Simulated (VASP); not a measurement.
**Si3F: relaxation of cell and atoms with PBE**

Crystal: Si3F.

```xyz
8
Lattice="5.1888 0.0000 0.0000 -2.5944 4.4936 0.0000 0.0000 0.0000 4.7886" Properties=species:S:1:pos:R:3 pbc="T T T"
Si    1.1021    1.9088    1.1971
Si   -1.1021    1.9088    3.5914
Si    2.9847    0.0000    1.1971
Si    1.4923    2.5848    3.5914
Si   -1.4923    2.5848    1.1971
Si    2.2041    0.0000    3.5914
F     0.0000    0.0000    0.0000
F     0.0000    0.0000    2.3943
```

```json
{"Program": "VASP 6.6.1", "Task": "relaxation of cell and atoms", "Functional": "PBE", "Potentials or basis": "VASP PAW PBE potentials, release 64 (Si, F)", "Cutoff": "600 eV", "k mesh": "12 × 12 × 8", "Occupations": "gaussian, width 0.1 eV", "Spin": "no spin polarisation", "Dipole correction": "no", "Further INCAR settings": "ALGO = Normal; EDIFF = 1e-06; IBRION = 2; EDIFFG = -0.01; NSW = 100; ISIF = 3"}
```

The relaxed volume is 13.98 Å³/atom. The relaxed cell is a = 5.145 Å, b = 5.145 Å, c = 4.879 Å, α = 90.00°, β = 90.00°, γ = 120.00°, the space group after relaxing (to 0.05 Å) is P6_3/mcm (No. 193) and the energy gained by relaxing is 1.9 meV/atom. The ionic steps are 8. The pressure after relaxing is 0.0 GPa. The band gap on the k mesh is zero (band 19 reaches 9.08 eV, above the bottom of band 20 at 6.94 eV).

Stress tensor (GPa, compression positive):
```
 0.09  0.00  0.00
 0.00  0.09  0.00
 0.00  0.00 -0.09
```

Step by step:
| step | energy change (eV) | largest force (eV/Å) | pressure (GPa) | volume (Å³) |
| --- | --- | --- | --- | --- |
| 1 | 0.0000 | 0.0269 | 0.07 | 111.65 |
| 2 | -0.0071 | 0.0516 | -0.02 | 111.74 |
| 3 | -0.0100 | 0.0891 | -0.20 | 111.90 |
| 4 | -0.0105 | 0.0813 | -0.13 | 111.86 |
| 5 | -0.0127 | 0.0607 | 0.03 | 111.66 |
| 6 | -0.0143 | 0.0183 | 0.43 | 111.24 |
| 7 | -0.0154 | 0.0018 | 0.01 | 111.83 |
| 8 | -0.0154 | 0.0013 | 0.03 | 111.82 |

Final structure:
```
CELL_PARAMETERS angstrom
5.14458 0.00000 0.00000
-2.57229 4.45534 0.00000
0.00000 0.00000 4.87867
ATOMIC_POSITIONS crystal
Si 0.42964 0.42964 0.25000
Si 0.00000 0.42964 0.75000
Si 0.57036 0.00000 0.25000
Si 0.57036 0.57036 0.75000
Si 0.00000 0.57036 0.25000
Si 0.42964 0.00000 0.75000
F 0.00000 0.00000 0.00000
F 0.00000 0.00000 0.50000
```

Levels at points of the mesh, in eV from the Fermi level:
```csv
k point,band 15,band 16,band 17,band 18,band 19,band 20,band 21,band 22,band 23,band 24
"(0.00, 0.00, 0.00)",-2.11,-1.23,-1.23,-0.66,-0.66,-0.60,-0.60,0.25,0.25,2.13
"(0.50, 0.00, 0.00)",-2.76,-2.61,-1.95,-0.78,-0.29,0.49,0.60,1.28,1.95,3.36
"(0.00, 0.00, 0.50)",-4.48,-4.48,-0.24,-0.24,-0.24,-0.24,0.85,0.85,4.97,4.97
"(0.50, 0.00, 0.50)",-2.39,-2.39,0.95,0.95,1.18,1.18,1.76,1.76,2.23,2.23
```

It took 16 min on 1 thread of Intel(R) Xeon(R) Platinum 8259CL CPU @ 2.50GHz (Skylake/Cascade Lake) (shared host), peak memory 0.42 GiB.
